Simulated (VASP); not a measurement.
## H: single point with PBEsol

The system is H.

```
CELL_PARAMETERS angstrom
3.12604 0.00000 0.00000
0.00000 3.12604 0.00000
0.00000 0.00000 3.12604
ATOMIC_POSITIONS crystal
H 0.00000 0.50000 0.50000
H 0.50000 0.00000 0.50000
H 0.50000 0.50000 0.00000
```

* Program: VASP 6.6.1
* Task: single point
* Functional: PBEsol
* Potentials or basis: VASP PAW PBE potentials, release 64 (H)
* Cutoff: 520 eV
* k mesh: 12 × 12 × 12
* Occupations: gaussian, width 0.1 eV
* Spin: collinear spin, ferromagnetic start
* Starting moments: [1.0, 1.0, 1.0] μB

| Quantity | Value |
| --- | --- |
| Pressure | 13.0 GPa |
| Band gap on the k mesh | 3.74 eV, indirect (least direct gap 7.08 eV) |
| Net moment | 3.00 μB per cell |
| Site moments | H +0.40 μB |
| Valence electrons inside the program's atomic spheres | H 0.40 |

Levels at points of the mesh, in eV from the valence-band top:
Spin up:
```tsv
k point	band 1	band 2	band 3	band 4	band 5	band 6
(0.00, 0.00, 0.00)	-9.68	-0.53	-0.53	9.15	9.15	9.15
(0.50, 0.00, 0.00)	-7.24	-5.29	0.00	8.44	12.18	12.18
(0.50, 0.50, 0.00)	-4.35	-4.12	-4.12	3.74	10.62	12.32
(0.50, 0.50, 0.50)	-3.18	-3.18	-3.18	4.69	6.27	6.27
```
Spin down:
```csv
k point,band 1,band 2,band 3
"(0.00, 0.00, 0.00)",20.88,33.16,36.49
"(0.50, 0.00, 0.00)",24.59,24.71,38.04
"(0.50, 0.50, 0.00)",27.50,27.78,29.41
"(0.50, 0.50, 0.50)",29.76,30.59,32.91
```

Wall time 23 s on 1 thread of Intel(R) Xeon(R) 6975P-C (Granite Rapids), with other jobs on the host, peak memory 0.16 GiB.

Caveat: the PAW data sets were made with another functional, which shifts forces and pressure a little.
